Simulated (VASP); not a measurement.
## La2O3: single point with PBE+D4

La2O3:

```xyz
5
Lattice="3.9195 0.0000 0.0000 -1.9597 3.3944 0.0000 0.0000 0.0000 6.1033" Properties=species:S:1:pos:R:3 pbc="T T T"
La    1.9597    1.1315    4.6014
La    0.0000    2.2629    1.5018
O     1.9597    1.1315    2.1601
O     0.0000    2.2629    3.9432
O     0.0000    0.0000    0.0000
```

```yaml
Program: VASP 6.6.1
Task: single point
Functional: PBE
Dispersion: D4
Potentials_or_basis: VASP PAW PBE potentials, release 64 (La, O)
Cutoff: 520 eV
k_mesh: 6 × 6 × 4
Occupations: fermi-dirac, width 0.02 eV
Spin: no spin polarisation
Dipole_correction: no
Further_INCAR_settings: ALGO = Normal; EDIFF = 1e-06; NBANDS = 28
```

```json
{
 "Pressure": "-0.3 GPa",
 "Largest force": "0.012 eV/Å",
 "Band gap on the k mesh": "3.87 eV, indirect (least direct gap 3.97 eV)",
 "Dispersion energy per atom": "-0.262 eV"
}
```

Forces on the atoms (eV/Å):
```
La   0.000  0.000 -0.012
La   0.000  0.000  0.012
O    0.000  0.000 -0.005
O    0.000  0.000  0.005
O    0.000  0.000  0.000
```

Stress tensor (GPa, compression positive):
```
-0.31  0.00  0.00
 0.00 -0.31  0.00
 0.00  0.00 -0.23
```

Levels at points of the mesh, in eV from the valence-band top:
| k point | band 17 | band 18 | band 19 | band 20 | band 21 | band 22 | band 23 | band 24 |
| --- | --- | --- | --- | --- | --- | --- | --- | --- |
| (0.00, 0.00, 0.00) | -1.67 | -0.39 | -0.39 | -0.12 | 4.34 | 4.62 | 4.62 | 5.21 |
| (0.50, 0.00, 0.00) | -0.73 | -0.66 | -0.41 | -0.30 | 3.87 | 4.74 | 5.21 | 5.24 |
| (0.00, 0.00, 0.50) | -1.01 | -0.79 | -0.29 | -0.29 | 4.73 | 4.76 | 4.76 | 4.99 |
| (0.50, 0.00, 0.50) | -0.95 | -0.72 | -0.36 | 0.00 | 4.43 | 4.65 | 5.09 | 5.24 |

Wall time 2.2 min on 1 thread of Intel(R) Xeon(R) Platinum 8259CL CPU @ 2.50GHz (Skylake/Cascade Lake), on a shared host, peak memory 0.22 GiB.

Caveat: spin-orbit coupling is left out, which moves the levels of the heavy elements. A k mesh can miss the band edges.
